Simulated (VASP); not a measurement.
Runs of VASP 6.6.1 on Cu. The structure is that of space group Fm-3m (No. 225), or close to it. The cells are those of the table. 

```tsv
task	cell	cutoff (eV)	gap on the mesh (eV)	pressure (GPa)
single point	a = 2.348 Å, angles 60.0°, 1 atom	520	none	64.4
single point	a = 2.072 Å, angles 60.0°, 1 atom	520	none	427.7
single point	a = 2.267 Å, angles 60.0°, 1 atom	520	none	(a)
single point	a = 2.424 Å, angles 60.0°, 1 atom	520	none	29.4
single point	a = 2.529 Å, angles 60.0°, 1 atom	520	none	(b)
relaxation of cell and atoms	relaxed from a = 2.556 Å, angles 60.0°, 1 atom	600	none	0.0
single point	a = 2.180 Å, angles 60.0°, 1 atom	520	none	219.6
single point	a = 2.478 Å, angles 60.0°, 1 atom	520	none	12.4
```

Alike in all rows: level r2SCAN; potentials or basis VASP PAW PBE potentials, release 64 (Cu); no spin polarisation; k mesh 20 × 20 × 20; smearing fermi-dirac 0.1 eV.

Question: Estimate the missing entries.

Answer: (a) 122.2; (b) 0.5.

Caveats: the PAW data sets were made with another functional, which shifts forces and pressure a little.

A gap of «none» marks levels without a gap at the run's occupations.
